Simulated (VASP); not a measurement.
# MgO (Periclase) (Fm-3m) in VASP: a series of runs, part 2 of 2

VASP 6.6.1.

**3. Single point, PBE**

This run uses another cell than the first one, of 8.67 Å³/atom, 1.028 times its volume.

INCAR reads:

```
ALGO     = Normal         # electronic algorithm
EDIFF    = 1E-6           # SCF threshold, eV
ENCUT    = 600            # plane-wave cutoff, eV
GGA      = PE             # functional
GGA_COMPAT= F            
ISIF     = 2              # what is computed and relaxed
ISMEAR   = 0              # smearing method
LASPH    = T              # aspherical terms in the spheres
LCHARG   = F              # write CHGCAR
LREAL    = F              # projectors in reciprocal space
LWAVE    = F              # write WAVECAR
NBANDS   = 11             # bands
NELM     = 120            # most SCF steps
PREC     = Accurate       # precision mode
SIGMA    = 0.01           # smearing width, eV
```

KPOINTS reads:

```
k-points
0
Gamma
  8 8 8
```

POSCAR reads:

```
MgO
1.0
    0.0000000000      2.0544118728      2.0544118728
    2.0544118728      0.0000000000      2.0544118728
    2.0544118728      2.0544118728      0.0000000000
Mg O
1 1
Direct
    0.0000000000      0.0000000000      0.0000000000
    0.5000000000      0.5000000000      0.5000000000
```

Potentials or basis: VASP PAW PBE potentials, release 64 (Mg, O).

Started as:

```sh
cat potpaw_PBE.64/Mg/POTCAR potpaw_PBE.64/O/POTCAR > POTCAR
mpirun -np 1 vasp_std > vasp.out
```

OUTCAR:

```text
EDIFF = 1E-6
   ENCUT = 600
   GGA = PE
   ISIF = 2
   ISMEAR = 0
   LASPH = T
   LREAL = F
   NELM = 120
   PREC = Accurate

 ion  position               nearest neighbor table
   1  0.000  0.000  0.000-   2 2.05   2 2.05   2 2.05   2 2.05   2 2.05   2 2.05
   2  0.500  0.500  0.500-   1 2.05   1 2.05   1 2.05   1 2.05   1 2.05   1 2.05

  LATTYP: Found a face centered cubic cell.
 ALAT       =     4.1088237456

  Lattice vectors:

 A1 = (   0.0000000000,   2.0544118728,   2.0544118728)
 A2 = (   2.0544118728,   0.0000000000,   2.0544118728)
 A3 = (   2.0544118728,   2.0544118728,   0.0000000000)

Analysis of symmetry for initial positions (statically):
=====================================================================
 Subroutine PRICEL returns:
 Original cell was already a primitive cell.

 Routine SETGRP: Setting up the symmetry group for a
 face centered cubic supercell.

 Subroutine GETGRP returns: Found 48 space group operations
 (whereof 48 operations were pure point group operations)
 out of a pool of 48 trial point group operations.

The static configuration has the point symmetry O_h .

Analysis of symmetry for dynamics (positions and initial velocities):
[... 170 lines left out ...]
      3       3.7672      2.00000
      4       3.7672      2.00000
      5       9.2545      0.00000
      6      19.9893      0.00000
      7      19.9893      0.00000
      8      19.9893      0.00000
      9      24.1064      0.00000
     10      25.9707      0.00000
     11      25.9707      0.00000
[... 309 lines left out ...]
 k-point    24 :      -0.3750    0.2500    0.1250
  band No.  band energies     occupation
      1     -12.2446      2.00000
      2      -0.5317      2.00000
      3       1.6618      2.00000
      4       2.6767      2.00000
      5      13.9787      0.00000
      6      16.6710      0.00000
      7      18.1027      0.00000
      8      21.6034      0.00000
      9      25.1956      0.00000
     10      26.8674      0.00000
     11      31.1597      0.00000

 [... further k-points ...]

------------------------ aborting loop because EDIFF is reached ----------------------------------------

  FORCE on cell =-STRESS in cart. coord.  units (eV):
  Direction    XX          YY          ZZ          XY          YZ          ZX
  --------------------------------------------------------------------------------------
  -------------------------------------------------------------------------------------
  Total        1.9742938      1.9742938      1.9742938      0.0000000      0.0000000     -0.0000000
  in kB      182.4020947    182.4020947    182.4020947      0.0000000      0.0000000     -0.0000000
  external PRESSURE =     182.4020947 kB  Pullay stress =       0.0000000 kB

 VOLUME and BASIS-vectors are now :
 -----------------------------------------------------------------------------
  energy-cutoff  :      600.00
  volume of cell :       17.34
      direct lattice vectors                 reciprocal lattice vectors
     0.000000000  2.054411873  2.054411873    -0.243378656  0.243378656  0.243378656
     2.054411873  0.000000000  2.054411873     0.243378656 -0.243378656  0.243378656
     2.054411873  2.054411873  0.000000000     0.243378656  0.243378656 -0.243378656

 POSITION                                       TOTAL-FORCE (eV/Angst)
 -----------------------------------------------------------------------------------
      0.00000      0.00000      0.00000         0.000000      0.000000      0.000000
      2.05441      2.05441      2.05441         0.000000      0.000000      0.000000
 -----------------------------------------------------------------------------------
    total drift:                               -0.000000     -0.000000      0.000000

  FREE ENERGIE OF THE ION-ELECTRON SYSTEM (eV)
  ---------------------------------------------------
  free  energy   TOTEN  =       -11.8172641404 eV

  energy  without entropy=      -11.8172641404  energy(sigma->0) =      -11.81726414
```

stdout:

```text
POSCAR found type information on POSCAR MgO
 POSCAR found :  2 types and       2 ions
 scaLAPACK will be used
 LDA part: xc-table for (Slater+PW92), standard interpolation
 POSCAR, INCAR and KPOINTS ok, starting setup
 FFT: planning ... GRIDC
 FFT: planning ... GRID_SOFT
 FFT: planning ... GRID
 WAVECAR not read
 entering main loop
```

It took 11 s on 1 thread of AMD EPYC 7R13, shared host; peak memory 0.11 GiB.

Results:

* Free energy: -11.8173 eV
* Pressure: 18.2 GPa
* Band gap on the k mesh: 5.49 eV, direct

**4. Single point, PBE**

This run uses another cell than the first one, of 8.91 Å³/atom, 1.056 times its volume.

INCAR reads:

```
SYSTEM = MgO
PREC     = Accurate       ! precision mode
ENCUT    = 600            ! plane-wave cutoff, eV
EDIFF    = 1E-6           ! SCF threshold, eV
ISMEAR   = 0              ! smearing method
SIGMA    = 0.01           ! smearing width, eV
LREAL    = .FALSE.        ! projectors in reciprocal space
LASPH    = .TRUE.         ! aspherical terms in the spheres
NELM     = 120            ! most SCF steps
ALGO     = Normal         ! electronic algorithm
ISIF     = 2              ! what is computed and relaxed
LWAVE    = .FALSE.        ! write WAVECAR
LCHARG   = .TRUE.         ! write CHGCAR
GGA      = PE             ! functional
LELF     = .TRUE.         ! ELF
LVHAR    = .TRUE.       
NBANDS   = 11             ! bands
GGA_COMPAT= .FALSE.
```

KPOINTS reads:

```
regular mesh
0
G
  8 8 8
  0 0 0
```

POSCAR reads:

```
MgO
1.0
    0.0000000000      2.0727558066      2.0727558066
    2.0727558066      0.0000000000      2.0727558066
    2.0727558066      2.0727558066      0.0000000000
Mg O
1 1
Direct
    0.0000000000      0.0000000000      0.0000000000
    0.5000000000      0.5000000000      0.5000000000
```

Started as:

```sh
cat potpaw_PBE.64/Mg/POTCAR potpaw_PBE.64/O/POTCAR > POTCAR
mpirun -np 1 vasp_std > vasp.out
```

It took 13 s on 1 thread of AMD EPYC 7R13, shared host; peak memory 0.11 GiB.

It converged, with:

| Quantity | Value |
| --- | --- |
| Free energy | -11.8633 eV |
| Pressure | 12.5 GPa |
| Band gap on the k mesh | 5.21 eV, direct |

Levels at points of the mesh, in eV from the valence-band top:
```
           k point  band 1  band 2  band 3  band 4  band 5  band 6  band 7  band 8
(0.00, 0.00, 0.00)  -17.51    0.00    0.00    0.00    5.21   16.07   16.07   16.07
(0.50, 0.00, 0.00)  -16.11   -4.83   -0.71   -0.71    8.21   13.16   16.81   16.81
(0.50, 0.50, 0.00)  -15.83   -4.28   -1.42   -1.42    9.18   10.50   13.62   19.72
```

Expect the measured gap to be larger: semilocal functionals such as PBE lack the derivative discontinuity.

**5. Single point, PBE**

This run uses another cell than the first one, of 9.14 Å³/atom, 1.083 times its volume.

INCAR reads:

```
PREC = Accurate
ENCUT = 600
EDIFF = 1E-6
ISMEAR = 0
SIGMA = 0.01
LREAL = False
LASPH = True
NELM = 120
ALGO = Normal
ISIF = 2
LWAVE = False
LCHARG = False
GGA = PE
NBANDS = 11
GGA_COMPAT = False
```

KPOINTS reads:

```
regular mesh
0
Gamma
  8 8 8
```

POSCAR reads:

```
MgO
1.0
    0.0000000000      2.0907806749      2.0907806749
    2.0907806749      0.0000000000      2.0907806749
    2.0907806749      2.0907806749      0.0000000000
Mg O
1 1
Direct
    0.0000000000      0.0000000000      0.0000000000
    0.5000000000      0.5000000000      0.5000000000
```

Started as:

```sh
cat potpaw_PBE.64/Mg/POTCAR potpaw_PBE.64/O/POTCAR > POTCAR
mpirun -np 1 vasp_std > vasp.out
```

Wall time 12 s (1 thread of AMD EPYC 7R13, shared host); peak memory 0.11 GiB.

It converged, with:

```
Free energy            : -11.8938 eV
Pressure               : 7.5 GPa
Band gap on the k mesh : 4.94 eV, direct
```

Levels at points of the mesh, in eV from the valence-band top:
| k point | band 1 | band 2 | band 3 | band 4 | band 5 | band 6 | band 7 | band 8 |
| --- | --- | --- | --- | --- | --- | --- | --- | --- |
| (0.00, 0.00, 0.00) | -17.38 | 0.00 | 0.00 | 0.00 | 4.94 | 15.93 | 15.93 | 15.93 |
| (0.50, 0.00, 0.00) | -16.04 | -4.71 | -0.68 | -0.68 | 8.04 | 12.86 | 16.54 | 16.54 |
| (0.50, 0.50, 0.00) | -15.77 | -4.17 | -1.38 | -1.38 | 9.15 | 10.21 | 13.33 | 19.31 |

**6. Single point, PBE**

This run uses another cell than the first one, of 9.61 Å³/atom, 1.139 times its volume.

INCAR reads:

```
ALGO = Normal
EDIFF = 1E-6
ENCUT = 600
GGA = PE
GGA_COMPAT = False
ISIF = 2
ISMEAR = 0
LASPH = True
LCHARG = False
LREAL = False
LWAVE = False
NBANDS = 11
NELM = 120
PREC = Accurate
SIGMA = 0.01
```

KPOINTS reads:

```
k-points
0
Gamma
  8 8 8
```

POSCAR reads:

```
MgO
1.0
    0.0000000000      2.1259264101      2.1259264101
    2.1259264101      0.0000000000      2.1259264101
    2.1259264101      2.1259264101      0.0000000000
Mg O
1 1
Direct
    0.0000000000      0.0000000000      0.0000000000
    0.5000000000      0.5000000000      0.5000000000
```

Potentials or basis: VASP PAW PBE potentials, release 64 (Mg, O).

Started as:

```sh
cat potpaw_PBE.64/Mg/POTCAR potpaw_PBE.64/O/POTCAR > POTCAR
mpirun -np 1 vasp_std > vasp.out
```

Run time: 14 s. Hardware: 1 thread of AMD EPYC 7R13, shared host; peak memory 0.11 GiB.

The run converged. Its results:

- Free energy: -11.9148 eV
- Pressure: -0.8 GPa
- Band gap on the k mesh: 4.46 eV, direct

Levels at points of the mesh, in eV from the valence-band top:
```
           k point  band 1  band 2  band 3  band 4  band 5  band 6  band 7  band 8  band 9
(0.00, 0.00, 0.00)  -17.12    0.00    0.00    0.00    4.46   15.64   15.64   15.64   19.48
(0.50, 0.00, 0.00)  -15.91   -4.49   -0.62   -0.62    7.72   12.29   16.02   16.02   20.47
(0.50, 0.50, 0.00)  -15.66   -3.97   -1.31   -1.31    9.09    9.67   12.80   18.55   18.55
```

**7. The runs side by side**

| cell | gap on the mesh (eV) | pressure (GPa) |
| --- | --- | --- |
| a = 2.879 Å, angles 60.0°, 2 atoms | 5.78 | 24.7 |
| a = 2.905 Å, angles 60.0°, 2 atoms | 5.49 | 18.2 |
| a = 2.931 Å, angles 60.0°, 2 atoms | 5.21 | 12.5 |
| a = 2.957 Å, angles 60.0°, 2 atoms | 4.94 | 7.5 |
| a = 3.007 Å, angles 60.0°, 2 atoms | 4.46 | -0.8 |

Alike in all rows: task single point; level PBE; potentials or basis VASP PAW PBE potentials, release 64 (Mg, O); no spin polarisation; k mesh 8 × 8 × 8; cutoff (eV) 600; smearing gaussian 0.01 eV.

Total energies depend on the potentials used, so only differences within one code and one set of settings carry meaning.

**8. Against experiment**

Step 6. Measured gap of MgO: 7.83 eV (quoted in “Electronic structure of alkaline earth and post-transition metal oxides”, 2009, arxiv:0908.1581). This calculation gives 4.46 eV (-3.37 eV). The value is that of PBE, without temperature or zero-point motion. Semilocal functionals fall short of measured gaps as a rule.
